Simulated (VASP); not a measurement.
Here is a VASP 6.6.1 calculation.

The input INCAR:

```
SYSTEM = InSb3
PREC     = Accurate       ! precision mode
ENCUT    = 520            ! plane-wave cutoff, eV
EDIFF    = 1E-6           ! SCF threshold, eV
ISMEAR   = 0              ! smearing method
SIGMA    = 0.02           ! smearing width, eV
LREAL    = .False.        ! projectors in reciprocal space
LASPH    = .True.         ! aspherical terms in the spheres
NELM     = 100            ! most SCF steps
ALGO     = Normal         ! electronic algorithm
ISIF     = 2              ! what is computed and relaxed
LWAVE    = .False.        ! write WAVECAR
LCHARG   = .True.         ! write CHGCAR
GGA      = PS             ! functional
LELF     = .True.         ! ELF
LVHAR    = .True.       
NBANDS   = 22             ! bands
```

KPOINTS

```
Automatic mesh
0
Gamma
  8 8 8
  0 0 0
```

File POSCAR:

```
InSb3
1.0
    4.8063670000      0.0000000000      0.0000000000
    0.0000000000      4.8063670000      0.0000000000
    0.0000000000      0.0000000000      4.8063670000
Sb In
3 1
Direct
    0.5000000000      0.5000000000      0.0000000000
    0.0000000000      0.5000000000      0.5000000000
    0.5000000000      0.0000000000      0.5000000000
    0.0000000000      0.0000000000      0.0000000000
```

Potentials or basis: VASP PAW PBE potentials, release 64 (Sb, In_d).

Launch:

```console
$ cat potpaw_PBE.64/Sb/POTCAR potpaw_PBE.64/In_d/POTCAR > POTCAR
$ mpirun -np 1 vasp_std > vasp.out
```

(1) Predict the band gap on the k mesh.

(2) Estimate the pressure.

Results:

(1) zero (band 14 reaches 11.18 eV, above the bottom of band 15 at 6.58 eV).

(2) -2.5 GPa.

Caveat: the PAW data sets were made with another functional, which shifts forces and pressure a little; spin-orbit coupling is left out, which moves the levels of the heavy elements.
